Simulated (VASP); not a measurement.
# MgS (F-43m) in VASP: single point with PBEsol

Aim: the single point of MgS with PBEsol.

Everything below comes from runs of VASP 6.6.1. Logs are shortened: lines on timing, memory, paths and dates and some standing lists are left out, and cuts for length are marked.

### Step 1. The cell of the first run

The structure is cubic, space group F-43m (No. 216). The conventional cell has a = 5.660 Å, b = 5.660 Å, c = 5.660 Å, α = 90.00°, β = 90.00°, γ = 90.00°. Mg (site symmetry -43m) has 4 S at 2.45 Å within 3.2 Å. Within 3.2 Å of S (site symmetry -43m) lie 4 Mg at 2.45 Å.

### Step 2. Single point, PBEsol

Contents of INCAR:

```
SYSTEM = MgS
PREC     = Accurate       ! precision mode
ENCUT    = 600            ! plane-wave cutoff, eV
EDIFF    = 1E-6           ! SCF threshold, eV
ISMEAR   = 0              ! smearing method
SIGMA    = 0.02           ! smearing width, eV
LREAL    = .FALSE.        ! projectors in reciprocal space
LASPH    = .TRUE.         ! aspherical terms in the spheres
NELM     = 120            ! most SCF steps
ALGO     = Normal         ! electronic algorithm
ISIF     = 2              ! what is computed and relaxed
LWAVE    = .FALSE.        ! write WAVECAR
LCHARG   = .FALSE.        ! write CHGCAR
GGA      = PS             ! functional
NBANDS   = 11             ! bands
GGA_COMPAT= .FALSE.
```

Contents of KPOINTS:

```
Automatic mesh
0
G
  8 8 8
  0 0 0
```

Contents of POSCAR:

```
MgS
1.0
    0.0000000000      2.8300000000      2.8300000000
    2.8300000000      0.0000000000      2.8300000000
    2.8300000000      2.8300000000      0.0000000000
Mg S
1 1
Direct
    0.0000000000      0.0000000000      0.0000000000
    0.2500000000      0.2500000000      0.2500000000
```

Potentials or basis: VASP PAW PBE potentials, release 64 (Mg, S).

On the command line:

```bash
$ cat potpaw_PBE.64/Mg/POTCAR potpaw_PBE.64/S/POTCAR > POTCAR
$ mpirun -np 1 vasp_std > vasp.out
```

OUTCAR:

```text
SYSTEM = MgS
   PREC = Accurate
   ENCUT = 600
   EDIFF = 1E-6
   ISMEAR = 0
   LREAL = .FALSE.
   LASPH = .TRUE.
   NELM = 120
   ISIF = 2
   GGA = PS

 ion  position               nearest neighbor table
   1  0.000  0.000  0.000-   2 2.45   2 2.45   2 2.45   2 2.45
   2  0.250  0.250  0.250-   1 2.45   1 2.45   1 2.45   1 2.45

  LATTYP: Found a face centered cubic cell.
 ALAT       =     5.6600000000

  Lattice vectors:

 A1 = (   0.0000000000,   2.8300000000,   2.8300000000)
 A2 = (   2.8300000000,   0.0000000000,   2.8300000000)
 A3 = (   2.8300000000,   2.8300000000,   0.0000000000)

Analysis of symmetry for initial positions (statically):
=====================================================================
 Subroutine PRICEL returns:
 Original cell was already a primitive cell.

 Routine SETGRP: Setting up the symmetry group for a
 face centered cubic supercell.

 Subroutine GETGRP returns: Found 24 space group operations
 (whereof 24 operations were pure point group operations)
 out of a pool of 48 trial point group operations.

The static configuration has the point symmetry T_d .

Analysis of symmetry for dynamics (positions and initial velocities):
=====================================================================
 Subroutine PRICEL returns:
 Original cell was already a primitive cell.

 Routine SETGRP: Setting up the symmetry group for a
 face centered cubic supercell.

 Subroutine GETGRP returns: Found 24 space group operations
 (whereof 24 operations were pure point group operations)
 out of a pool of 48 trial point group operations.

The dynamic configuration has the point symmetry T_d .

 Subroutine INISYM returns: Found 24 space group operations
 (whereof 24 operations are pure point group operations),
 and found     1 'primitive' translations

----------------------------------------------------------------------------------------

                                     Primitive cell

  volume of cell :      45.3304

  direct lattice vectors                    reciprocal lattice vectors
     0.000000000  2.830000000  2.830000000    -0.176678445  0.176678445  0.176678445
     2.830000000  0.000000000  2.830000000     0.176678445 -0.176678445  0.176678445
     2.830000000  2.830000000  0.000000000     0.176678445  0.176678445 -0.176678445

  length of vectors
     4.002224382  4.002224382  4.002224382     0.306016044  0.306016044  0.306016044

  position of ions in fractional coordinates (direct lattice)
     0.000000000  0.000000000  0.000000000
     0.250000000  0.250000000  0.250000000

[... 85 lines left out ...]
   TEBEG  =    0.0;   TEEND  =   0.0 temperature during run
   PSTRESS=    0.0 pullay stress
   NELECT =       8.0000    total number of electrons
   NUPDOWN=      -1.0000    fix difference up-down
   EMIN   =  10.00;   EMAX   =-10.00  energy-range for DOS
   EFERMI =   0.00;   METHOD = LEGACY
   ISMEAR =     0;   SIGMA  =   0.02  broadening in eV -4-tet -1-fermi 0-gaus
   EFERMI_NEDOS =   21; number of points for ismear=-14 and -15
   IALGO  =     38    algorithm
   IMIX   =      4    mixing-type and parameters
     AMIX     =   0.40;   BMIX     =  1.00
     AMIX_MAG =   1.60;   BMIX_MAG =  1.00
  volume/ion in A,a.u.               =      22.67       152.95
  Fermi-wavevector in a.u.,A,eV,Ry     =   0.918280  1.735297 11.472948  0.843238
  Thomas-Fermi vector in A             =   2.043344
   LORBIT       =      0    0 simple, 1 ext, 2 COOP (PROOUT), +10 PAW based schemes
   GGA     = PS    functional components
   LHFCALC =     F    Hartree Fock is set to
   AEXX    =    0.0000 exact exchange contribution
   IVDW    =     0    specifies the selected vdW correction
   LEPSILON=     F    determine dielectric tensor
   LRPA    =     F    only Hartree local field effects (RPA)
 non-spin polarized calculation
 Gauss-broadening in eV      SIGMA  =   0.02
  energy-cutoff  :      600.00
  volume of cell :       45.33
 maximum number of plane-waves:      1540
   NGX = 15   NGY = 15   NGZ = 15

 number of electron       8.0000000 magnetization

 Free energy of the ion-electron system (eV)
  ---------------------------------------------------
  ext. energy  EPLUGINS =         0.00000000
  ---------------------------------------------------
  free energy    TOTEN  =        -8.91783450 eV

  energy without entropy =       -8.91783450  energy(sigma->0) =       -8.91783450

 E-fermi :   1.1286     XC(G=0):  -8.5806

 val. band max:        1.0071971961   @ k =   0.0000   0.0000   0.0000
 cond. band min:       4.3082145072   @ k =   0.0000   0.0000   0.0000
 fundamental gap:      3.3010173111
 Fermi energy:         1.1286266301

 k-point     1 :       0.0000    0.0000    0.0000
  band No.  band energies     occupation
      1     -10.2651      2.00000
      2       1.0072      2.00000
      3       1.0072      2.00000
      4       1.0072      2.00000
      5       4.3082      0.00000
      6       8.8824      0.00000
      7       8.8824      0.00000
      8       8.8824      0.00000
      9      11.7929      0.00000
     10      11.7929      0.00000
     11      14.5624      0.00000
[... 309 lines left out ...]
 k-point    24 :      -0.3750    0.2500    0.1250
  band No.  band energies     occupation
      1      -9.4575      2.00000
      2      -1.8193      2.00000
      3      -0.3147      2.00000
      4       0.3480      2.00000
      5       6.9334      0.00000
      6       7.3872      0.00000
      7       9.6634      0.00000
      8       9.7706      0.00000
      9      12.3212      0.00000
     10      13.7387      0.00000
     11      15.1541      0.00000

 [... further k-points ...]

------------------------ aborting loop because EDIFF is reached ----------------------------------------

  FORCE on cell =-STRESS in cart. coord.  units (eV):
  Direction    XX          YY          ZZ          XY          YZ          ZX
  --------------------------------------------------------------------------------------
  -------------------------------------------------------------------------------------
  Total       -0.0914321     -0.0914321     -0.0914321      0.0000000     -0.0000000      0.0000000
  in kB       -3.2316168     -3.2316168     -3.2316168      0.0000000     -0.0000000      0.0000000
  external PRESSURE =      -3.2316168 kB  Pullay stress =       0.0000000 kB

 VOLUME and BASIS-vectors are now :
 -----------------------------------------------------------------------------
  energy-cutoff  :      600.00
  volume of cell :       45.33
      direct lattice vectors                 reciprocal lattice vectors
     0.000000000  2.830000000  2.830000000    -0.176678445  0.176678445  0.176678445
     2.830000000  0.000000000  2.830000000     0.176678445 -0.176678445  0.176678445
     2.830000000  2.830000000  0.000000000     0.176678445  0.176678445 -0.176678445

 POSITION                                       TOTAL-FORCE (eV/Angst)
 -----------------------------------------------------------------------------------
      0.00000      0.00000      0.00000        -0.000000     -0.000000     -0.000000
      1.41500      1.41500      1.41500         0.000000      0.000000      0.000000
 -----------------------------------------------------------------------------------
    total drift:                               -0.000000     -0.000000     -0.000000

  FREE ENERGIE OF THE ION-ELECTRON SYSTEM (eV)
  ---------------------------------------------------
  free  energy   TOTEN  =        -8.9178344958 eV

  energy  without entropy=       -8.9178344958  energy(sigma->0) =       -8.91783450
```

It took 18 s on 1 thread of Intel Xeon 8259CL, shared host; peak memory 0.18 GiB.

Results:

```
Free energy            : -8.9178 eV
Pressure               : -0.3 GPa
Band gap on the k mesh : 3.30 eV
```

Caveat: the PAW data sets were made with another functional, which shifts forces and pressure a little.
